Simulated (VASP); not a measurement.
# SnGe7 (P-43m) in VASP: relaxation of cell and atoms with PBEsol

Aim: the relaxation of cell and atoms of SnGe7 with PBEsol.

Program: VASP 6.6.1. These are calculated values, not measurements. Logs are shortened: lines on timing, memory, paths and dates and some standing lists are left out, and cuts for length are marked.

**1. The cell of the first run**

Symmetry: P-43m, No. 215, cubic system. The conventional cell has a = 5.791 Å, b = 5.791 Å, c = 5.791 Å, α = 90.00°, β = 90.00°, γ = 90.00°. Within 3.3 Å of Ge (site symmetry 3m) lie 3 Ge at 2.48 Å and 1 Sn at 2.59 Å. Within 3.3 Å of Ge (site symmetry -42m) lie 4 Ge at 2.48 Å. Within 3.4 Å of Sn (site symmetry -43m) lie 4 Ge at 2.59 Å.

**2. Relaxation of cell and atoms, PBEsol**

Input file INCAR:

```
ALGO = Normal
EDIFF = 1E-6
EDIFFG = -0.005
ENCUT = 600
GGA = PS
IBRION = 2
ISIF = 3
ISMEAR = 0
LASPH = T
LCHARG = F
LREAL = F
LWAVE = F
NELM = 100
NSW = 100
PREC = Accurate
SIGMA = 0.1
```

Input file KPOINTS:

```
k-points
0
Gamma
  6 6 6
```

Input file POSCAR:

```
SnGe7
1.0
    5.7914647407      0.0000000000      0.0000000000
    0.0000000000     -5.7914647407      0.0000000000
    0.0000000000      0.0000000000     -5.7914647407
Ge Sn
7 1
Direct
   -0.0084946186      0.4915053814      0.4915053814
    0.5084946186      0.0084946186      0.4915053814
    0.5084946186      0.4915053814      0.0084946186
   -0.0084946186      0.0084946186      0.0084946186
    0.2500000000      0.2500000000      0.2500000000
    0.7500000000      0.7500000000      0.2500000000
    0.7500000000      0.2500000000      0.7500000000
    0.2500000000      0.7500000000      0.7500000000
```

Potentials or basis: VASP PAW PBE potentials, release 64 (Ge_d, Sn_d).

Command:

```console
$ cat potpaw_PBE.64/Ge_d/POTCAR potpaw_PBE.64/Sn_d/POTCAR > POTCAR
$ mpirun -np 1 vasp_std > vasp.out
```

OUTCAR:

```text
EDIFF = 1E-6
   EDIFFG = -0.005
   ENCUT = 600
   GGA = PS
   IBRION = 2
   ISIF = 3
   ISMEAR = 0
   LASPH = T
   LREAL = F
   NELM = 100
   NSW = 100
   PREC = Accurate

 ion  position               nearest neighbor table
   1  0.992  0.492  0.492-   5 2.48   6 2.48   7 2.48   8 2.59
   2  0.508  0.008  0.492-   5 2.48   6 2.48   7 2.48   8 2.59
   3  0.508  0.492  0.008-   5 2.48   6 2.48   7 2.48   8 2.59
   4  0.992  0.008  0.008-   5 2.48   6 2.48   7 2.48   8 2.59
   5  0.250  0.250  0.250-   1 2.48   2 2.48   3 2.48   4 2.48
   6  0.750  0.750  0.250-   1 2.48   2 2.48   3 2.48   4 2.48
   7  0.750  0.250  0.750-   1 2.48   2 2.48   3 2.48   4 2.48
   8  0.250  0.750  0.750-   1 2.59   2 2.59   3 2.59   4 2.59

  LATTYP: Found a simple cubic cell.
 ALAT       =     5.7914647407

  Lattice vectors:

 A1 = (   5.7914647407,   0.0000000000,   0.0000000000)
 A2 = (   0.0000000000,  -5.7914647407,   0.0000000000)
 A3 = (   0.0000000000,   0.0000000000,  -5.7914647407)

Analysis of symmetry for initial positions (statically):
=====================================================================
 Subroutine PRICEL returns:
 Original cell was already a primitive cell.

 Routine SETGRP: Setting up the symmetry group for a
 simple cubic supercell.

 Subroutine GETGRP returns: Found 24 space group operations
 (whereof  6 operations were pure point group operations)
 out of a pool of 48 trial point group operations.

The static configuration has the point symmetry C_3v.
 The point group associated with its full space group is T_d .

Analysis of symmetry for dynamics (positions and initial velocities):
=====================================================================
 Subroutine PRICEL returns:
 Original cell was already a primitive cell.

 Routine SETGRP: Setting up the symmetry group for a
 simple cubic supercell.

 Subroutine GETGRP returns: Found 24 space group operations
 (whereof  6 operations were pure point group operations)
 out of a pool of 48 trial point group operations.

The dynamic configuration has the point symmetry C_3v.
 The point group associated with its full space group is T_d .

 Subroutine INISYM returns: Found 24 space group operations
 (whereof  6 operations are pure point group operations),
 and found     1 'primitive' translations

----------------------------------------------------------------------------------------

                                     Primitive cell

  volume of cell :     194.2519

  direct lattice vectors                    reciprocal lattice vectors
     5.791464741  0.000000000  0.000000000     0.172667891  0.000000000  0.000000000
     0.000000000 -5.791464741  0.000000000     0.000000000 -0.172667891  0.000000000
     0.000000000  0.000000000 -5.791464741     0.000000000  0.000000000 -0.172667891

  length of vectors
     5.791464741  5.791464741  5.791464741     0.172667891  0.172667891  0.172667891

  position of ions in fractional coordinates (direct lattice)
     0.991505381  0.491505381  0.491505381
     0.508494619  0.008494619  0.491505381
     0.508494619  0.491505381  0.008494619
     0.991505381  0.008494619  0.008494619
     0.250000000  0.250000000  0.250000000
     0.750000000  0.750000000  0.250000000
     0.750000000  0.250000000  0.750000000
     0.250000000  0.750000000  0.750000000

  ion indices of the primitive-cell ions
   primitive index   ion index
                 1           1
                 2           2
                 3           3
                 4           4
                 5           5
                 6           6
                 7           7
                 8           8

[... 86 lines left out ...]
     AMIX_MAG =   1.60;   BMIX_MAG =  1.00
  volume/ion in A,a.u.               =      24.28       163.86
  Fermi-wavevector in a.u.,A,eV,Ry     =   1.362571  2.574886 25.260567  1.856599
  Thomas-Fermi vector in A             =   2.489049
   LORBIT       =      0    0 simple, 1 ext, 2 COOP (PROOUT), +10 PAW based schemes
   GGA     = PS    functional components
   LHFCALC =     F    Hartree Fock is set to
   AEXX    =    0.0000 exact exchange contribution
   IVDW    =     0    specifies the selected vdW correction
   LEPSILON=     F    determine dielectric tensor
   LRPA    =     F    only Hartree local field effects (RPA)
 conjugate gradient relaxation of ions
 non-spin polarized calculation
 Gauss-broadening in eV      SIGMA  =   0.10
  energy-cutoff  :      600.00
  volume of cell :      194.25
 maximum number of plane-waves:      6515
 NGX is ok and might be reduce to    48
   NGX = 23   NGY = 23   NGZ = 23

--------------------------------------- Ionic step        1  -------------------------------------------

 number of electron     112.0000065 magnetization

 Free energy of the ion-electron system (eV)
  ---------------------------------------------------
  ext. energy  EPLUGINS =         0.00000000
  ---------------------------------------------------
  free energy    TOTEN  =       -38.54663525 eV

  energy without entropy =      -38.54449340  energy(sigma->0) =      -38.54556433

------------------------ aborting loop because EDIFF is reached ----------------------------------------

  FORCE on cell =-STRESS in cart. coord.  units (eV):
  Direction    XX          YY          ZZ          XY          YZ          ZX
  --------------------------------------------------------------------------------------
  -------------------------------------------------------------------------------------
  Total       -0.0820501     -0.0820501     -0.0820501      0.0000000     -0.0000000      0.0000000
  in kB       -0.6767444     -0.6767444     -0.6767444      0.0000000     -0.0000000      0.0000000
  external PRESSURE =      -0.6767444 kB  Pullay stress =       0.0000000 kB

 VOLUME and BASIS-vectors are now :
 -----------------------------------------------------------------------------
  energy-cutoff  :      600.00
  volume of cell :      194.25
      direct lattice vectors                 reciprocal lattice vectors
     5.791464741  0.000000000  0.000000000     0.172667891  0.000000000  0.000000000
     0.000000000 -5.791464741  0.000000000     0.000000000 -0.172667891  0.000000000
     0.000000000  0.000000000 -5.791464741     0.000000000  0.000000000 -0.172667891

 POSITION                                       TOTAL-FORCE (eV/Angst)
 -----------------------------------------------------------------------------------
      5.74227     -2.84654     -2.84654         0.001662     -0.001662     -0.001662
      2.94493     -0.04920     -2.84654        -0.001662      0.001662     -0.001662
      2.94493     -2.84654     -0.04920        -0.001662     -0.001662      0.001662
      5.74227     -0.04920     -0.04920         0.001662      0.001662      0.001662
      1.44787     -1.44787     -1.44787         0.000000      0.000000      0.000000
      4.34360     -4.34360     -1.44787         0.000000      0.000000      0.000000
      4.34360     -1.44787     -4.34360         0.000000      0.000000      0.000000
      1.44787     -4.34360     -4.34360        -0.000000      0.000000      0.000000
 -----------------------------------------------------------------------------------
    total drift:                                0.000000     -0.000000      0.000000

  FREE ENERGIE OF THE ION-ELECTRON SYSTEM (eV)
  ---------------------------------------------------
  free  energy   TOTEN  =       -38.5466352460 eV

  energy  without entropy=      -38.5444934047  energy(sigma->0) =      -38.54556433

--------------------------------------- Ionic step        2  -------------------------------------------

 number of electron     112.0000061 magnetization

 Free energy of the ion-electron system (eV)
  ---------------------------------------------------
  ext. energy  EPLUGINS =         0.00000000
  ---------------------------------------------------
  free energy    TOTEN  =       -38.54665023 eV

  energy without entropy =      -38.54451154  energy(sigma->0) =      -38.54558088

 E-fermi :   4.8668     XC(G=0):  -9.9237

 val. band max:        4.7817788279   @ k =   0.1667   0.1667   0.0000
 cond. band min:       4.9411139981   @ k =   0.0000   0.0000   0.0000
 fundamental gap:      0.1593351702
 Fermi energy:         4.8667884597

 k-point     1 :       0.0000    0.0000    0.0000
  band No.  band energies     occupation
      1     -19.9019      2.00000
      2     -19.9019      2.00000
      3     -19.9019      2.00000
      4     -19.8763      2.00000
      5     -19.8763      2.00000
      6     -19.8763      2.00000
[... 1389 lines left out ...]
     66       8.5746      0.00000
     67       8.7820      0.00000

------------------------ aborting loop because EDIFF is reached ----------------------------------------

  FORCE on cell =-STRESS in cart. coord.  units (eV):
  Direction    XX          YY          ZZ          XY          YZ          ZX
  --------------------------------------------------------------------------------------
  -------------------------------------------------------------------------------------
  Total       -0.0137363     -0.0137363     -0.0137363      0.0000000     -0.0000000     -0.0000000
  in kB       -0.1134642     -0.1134642     -0.1134642      0.0000000     -0.0000000     -0.0000000
  external PRESSURE =      -0.1134642 kB  Pullay stress =       0.0000000 kB

 VOLUME and BASIS-vectors are now :
 -----------------------------------------------------------------------------
  energy-cutoff  :      600.00
  volume of cell :      193.96
      direct lattice vectors                 reciprocal lattice vectors
     5.788599184  0.000000000  0.000000000     0.172753367 -0.000000000  0.000000000
     0.000000000 -5.788599184 -0.000000000     0.000000000 -0.172753367 -0.000000000
     0.000000000  0.000000000 -5.788599184     0.000000000  0.000000000 -0.172753367

 POSITION                                       TOTAL-FORCE (eV/Angst)
 -----------------------------------------------------------------------------------
      5.73951     -2.84521     -2.84521        -0.001314      0.001314      0.001314
      2.94339     -0.04909     -2.84521         0.001314     -0.001314      0.001314
      2.94339     -2.84521     -0.04909         0.001314      0.001314     -0.001314
      5.73951     -0.04909     -0.04909        -0.001314     -0.001314     -0.001314
      1.44715     -1.44715     -1.44715         0.000000      0.000000      0.000000
      4.34145     -4.34145     -1.44715         0.000000     -0.000000      0.000000
      4.34145     -1.44715     -4.34145         0.000000      0.000000      0.000000
      1.44715     -4.34145     -4.34145         0.000000     -0.000000      0.000000
 -----------------------------------------------------------------------------------
    total drift:                                0.000000     -0.000000      0.000000

  FREE ENERGIE OF THE ION-ELECTRON SYSTEM (eV)
  ---------------------------------------------------
  free  energy   TOTEN  =       -38.5466502302 eV

  energy  without entropy=      -38.5445115395  energy(sigma->0) =      -38.54558088

 reached required accuracy - stopping structural energy minimisation
```

Run time: 5.7 min. Hardware: 1 thread of Intel Xeon 6975P-C (Granite Rapids), shared host; peak memory 0.48 GiB.

Results:

```
Free energy                           : -38.5467 eV
Relaxed volume                        : 24.25 Å³/atom
Relaxed cell                          : a = 5.789 Å, b = 5.789 Å, c = 5.789 Å, α = 90.00°, β = 90.00°, γ = 90.00°
Space group after relaxing (to 0.1 Å) : P-43m (No. 215)
Energy gained by relaxing             : 0.0 meV/atom
Ionic steps                           : 2
Pressure after relaxing               : 0.0 GPa
Band gap on the k mesh                : zero (bands 56 and 57 overlap by 0.21 eV)
```

Forces on the atoms (eV/Å):
```
Ge  -0.001  0.001  0.001
Ge   0.001 -0.001  0.001
Ge   0.001  0.001 -0.001
Ge  -0.001 -0.001 -0.001
Ge   0.000  0.000  0.000
Ge   0.000  0.000  0.000
Ge   0.000  0.000  0.000
Sn   0.000  0.000  0.000
```

Final structure:
```
CELL_PARAMETERS angstrom
5.78860 0.00000 0.00000
0.00000 -5.78860 0.00000
0.00000 0.00000 -5.78860
ATOMIC_POSITIONS crystal
Ge 0.99152 0.49152 0.49152
Ge 0.50848 0.00848 0.49152
Ge 0.50848 0.49152 0.00848
Ge 0.99152 0.00848 0.00848
Ge 0.25000 0.25000 0.25000
Ge 0.75000 0.75000 0.25000
Ge 0.75000 0.25000 0.75000
Sn 0.25000 0.75000 0.75000
```

Levels at points of the mesh, in eV from the Fermi level:
```tsv
k point	band 53	band 54	band 55	band 56	band 57	band 58	band 59	band 60
(0.00, 0.00, 0.00)	-2.86	-0.48	0.07	0.07	0.07	0.66	0.66	0.66
(0.50, 0.00, 0.00)	-2.10	-2.10	-1.70	-1.70	0.92	1.00	2.38	2.78
(0.50, 0.50, 0.00)	-1.74	-1.46	-1.20	-1.20	1.57	1.57	2.03	2.19
(0.50, 0.50, 0.50)	-1.42	-0.98	-0.98	-0.98	-0.14	-0.14	-0.14	0.65
```

Caveat: semilocal functionals underestimate gaps, and a narrow one can read as zero; the PAW data sets were made with another functional, which shifts forces and pressure a little; spin-orbit coupling is left out, which moves the levels of the heavy elements.

The gap in the log of VASP goes by the Fermi energy; the results here count the filled bands.